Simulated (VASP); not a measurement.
SiNi: relaxation of cell and atoms with LDA

SiNi:

```xyz
4
Lattice="3.0266 0.0000 0.0000 0.0000 3.2735 0.0000 0.0000 0.0000 4.6978" Properties=species:S:1:pos:R:3 pbc="T T T"
Si    1.5133    1.6367    3.9569
Si    0.0000    0.0000    0.7408
Ni    1.5133    1.6367    1.6171
Ni    0.0000    0.0000    3.0807
```

| Property | Result |
| --- | --- |
| Program | VASP 6.6.1 |
| Task | relaxation of cell and atoms |
| Functional | LDA |
| Potentials or basis | VASP PAW LDA potentials, release 64 (Si, Ni) |
| Cutoff | 600 eV |
| k mesh | 14 × 12 × 10 |
| Occupations | gaussian, width 0.1 eV |
| Spin | no spin polarisation |
| Dipole correction | no |
| Further INCAR settings | ALGO = Normal; EDIFF = 1e-06; IBRION = 2; EDIFFG = -0.01; NSW = 80; ISIF = 3 |

```
Relaxed volume                        : 11.06 Å³/atom
Relaxed cell                          : a = 2.975 Å, b = 3.208 Å, c = 4.634 Å, α = 90.00°, β = 90.00°, γ = 90.00°
Space group after relaxing (to 0.1 Å) : Pmmn (No. 59)
Energy gained by relaxing             : 18.3 meV/atom
Ionic steps                           : 8
Pressure after relaxing               : 0.0 GPa
Largest force after relaxing          : 0.008 eV/Å
Band gap on the k mesh                : zero (bands 14 and 15 overlap by 2.44 eV)
```

Forces on the atoms (eV/Å):
```
Si   0.000  0.000 -0.005
Si   0.000  0.000  0.005
Ni   0.000  0.000 -0.008
Ni   0.000  0.000  0.008
```

Step by step:
| step | energy change (eV) | largest force (eV/Å) | pressure (GPa) | volume (Å³) |
| --- | --- | --- | --- | --- |
| 1 | 0.0000 | 0.1600 | -9.56 | 46.54 |
| 2 | 0.0231 | 0.2319 | 13.02 | 42.02 |
| 3 | -0.0714 | 0.0068 | -0.21 | 44.36 |
| 4 | -0.0715 | 0.0100 | -0.06 | 44.31 |
| 5 | -0.0729 | 0.0116 | 0.05 | 44.24 |
| 6 | -0.0730 | 0.0196 | -0.05 | 44.21 |
| 7 | -0.0730 | 0.0202 | 0.06 | 44.21 |
| 8 | -0.0730 | 0.0076 | 0.04 | 44.23 |

Final structure:
```
Si Ni
1.0
     2.97530    0.00000    0.00000
     0.00000    3.20813    0.00000
     0.00000    0.00000    4.63388
Si Ni
2 2
Direct
  0.50000 0.50000 0.84151
  0.00000 0.00000 0.15849
  0.50000 0.50000 0.34336
  0.00000 0.00000 0.65664
```

Levels at points of the mesh, in eV from the Fermi level:
```
           k point  band 12  band 13  band 14  band 15  band 16  band 17
(0.00, 0.00, 0.00)    -2.17    -2.10    -1.06     0.79     3.24     5.26
(0.50, 0.00, 0.00)    -2.68    -1.76    -1.76     1.75     1.75     3.71
(0.00, 0.50, 0.00)    -2.42    -2.20    -2.20     1.32     1.32     4.78
(0.50, 0.50, 0.00)    -2.11    -1.74    -1.74     1.63     1.63     2.04
(0.00, 0.00, 0.50)    -2.22     1.37     2.00     2.13     2.64     2.86
(0.50, 0.00, 0.50)    -2.33    -1.57    -1.57     3.95     3.95     5.53
(0.00, 0.50, 0.50)    -2.17    -2.05    -2.05     5.18     5.18     5.42
(0.50, 0.50, 0.50)    -2.14    -1.69    -1.69    -0.41    -0.41     1.05
```

Run time: 18 min on 1 thread of Intel(R) Xeon(R) Platinum 8259CL CPU @ 2.50GHz (Skylake/Cascade Lake), with other jobs on the host, peak memory 0.42 GiB.

Spin polarisation is off, so any magnetic state and its effect on volume and gap are missing. Zero-point motion and thermal expansion aren't in these numbers.
